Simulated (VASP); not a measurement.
Input of a VASP 6.6.1 run:

INCAR

```
SYSTEM = Na2Zr
  ALGO = Fast
  EDIFF = 1E-6
  ENCUT = 520
  GGA = PE
  ISIF = 2
  ISMEAR = 0
  LASPH = .True.
  LCHARG = .False.
  LREAL = .False.
  LWAVE = .False.
  NBANDS = 20
  NELM = 80
  PREC = Accurate
  SIGMA = 0.1
```

Contents of KPOINTS:

```
k-points
0
Gamma
  10 10 10
  0 0 0
```

Contents of POSCAR:

```
Na2Zr
1.0
    0.0000000000      3.7776695381      3.7776695381
    3.7776695381      0.0000000000      3.7776695381
    3.7776695381      3.7776695381      0.0000000000
Na Zr
2 1
Direct
    0.2500000000      0.2500000000      0.2500000000
    0.7500000000      0.7500000000      0.7500000000
    0.0000000000      0.0000000000      0.0000000000
```

Potentials or basis: VASP PAW PBE potentials, release 64 (Na_pv, Zr_sv).

Launch:

```sh
$ cat potpaw_PBE.64/Na_pv/POTCAR potpaw_PBE.64/Zr_sv/POTCAR > POTCAR
$ mpirun -np 1 vasp_std > vasp.out
```

Question: Predict the pressure.

Answer: 0.0 GPa.

Question: Predict the band gap on the k mesh.

Answer: Zero (bands 13 and 14 overlap by 0.42 eV).
